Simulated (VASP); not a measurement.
**RbBr: single point with PBE**

The system is RbBr.

```
Rb Br
1.0
     4.19290    0.00000    0.00000
     0.00000    4.19290    0.00000
     0.00000    0.00000    4.19290
Rb Br
1 1
Direct
  0.00000 0.00000 0.00000
  0.50000 0.50000 0.50000
```

| Quantity | Value |
| --- | --- |
| Program | VASP 6.6.1 |
| Task | single point |
| Functional | PBE |
| Potentials or basis | VASP PAW PBE potentials, release 64 (Rb_sv, Br) |
| Cutoff | 520 eV |
| k mesh | 6 × 6 × 6 |
| Occupations | gaussian, width 0.05 eV |
| Spin | no spin polarisation |
| Dipole correction | no |
| Further INCAR settings | ALGO = Normal; EDIFF = 1e-06; NBANDS = 15 |

```json
{"Pressure": "0.1 GPa", "Band gap on the k mesh": "3.92 eV (least direct gap 4.08 eV)"}
```

Levels at points of the mesh, in eV from the valence-band top:
```tsv
k point	band 4	band 5	band 6	band 7	band 8	band 9	band 10	band 11	band 12	band 13
(0.00, 0.00, 0.00)	-9.17	-9.17	-0.15	-0.15	-0.15	3.92	5.63	5.63	9.79	9.79
(0.50, 0.00, 0.00)	-9.13	-9.13	-1.60	-0.21	-0.21	6.87	6.88	7.38	8.70	9.66
(0.50, 0.50, 0.00)	-9.43	-9.10	-0.99	-0.99	0.00	5.29	6.17	7.92	7.92	10.44
(0.50, 0.50, 0.50)	-9.37	-9.37	-1.22	-1.22	-1.22	8.07	8.07	8.07	9.13	9.13
```

It took 18 s on 1 thread of Intel(R) Xeon(R) Platinum 8259CL CPU @ 2.50GHz (Skylake/Cascade Lake), with other jobs on the host, peak memory 0.18 GiB.

A k mesh can miss the band edges.
